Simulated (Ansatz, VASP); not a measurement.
**Ge2Sb3Se in VASP and in Ansatz**

```
CELL_PARAMETERS angstrom
4.02833 0.00000 0.00000
0.00000 4.02833 0.00000
0.00000 0.00000 9.55238
ATOMIC_POSITIONS crystal
Ge 0.50000 0.00000 0.69223
Ge 0.00000 0.50000 0.30777
Sb 0.50000 0.00000 0.38762
Sb 0.00000 0.50000 0.61238
Sb 0.00000 0.00000 0.00000
Se 0.50000 0.50000 0.00000
```

Change from the starting cell: species swapped into the Hf2SiAs3 type (P-4m2, No. 115).

Alike in both runs: functional PBE; k mesh 10 × 10 × 4; occupations gaussian, width 0.1 eV; no spin polarisation.

Ansatz relaxed the structure, and its values are those at the end. VASP's run is a single point on that final structure, the one shown.

```csv
,VASP,Ansatz
version,VASP 6.6.1,Ansatz 0.2.0
potentials or method,"VASP PAW PBE potentials, release 64 (Ge_d, Sb, Se), cutoff 520 eV","scalar-relativistic, plane waves, PAW"
valence electrons in the cell,49,89
```

```csv
,VASP,Ansatz,Ansatz less VASP
gap on the k mesh at the Fermi level (eV),none,none,-
pressure (GPa),0.0,0.0,+0.07
```

A gap of «none» marks a metal or a gap that the smearing closes. The functional is the same, so the differences come from potentials, cutoffs and numerics. VASP's potentials hold 49 valence electrons a cell and Ansatz's 89, so a difference there can come from the potentials and not from the codes.

Neither program's run includes spin-orbit coupling.
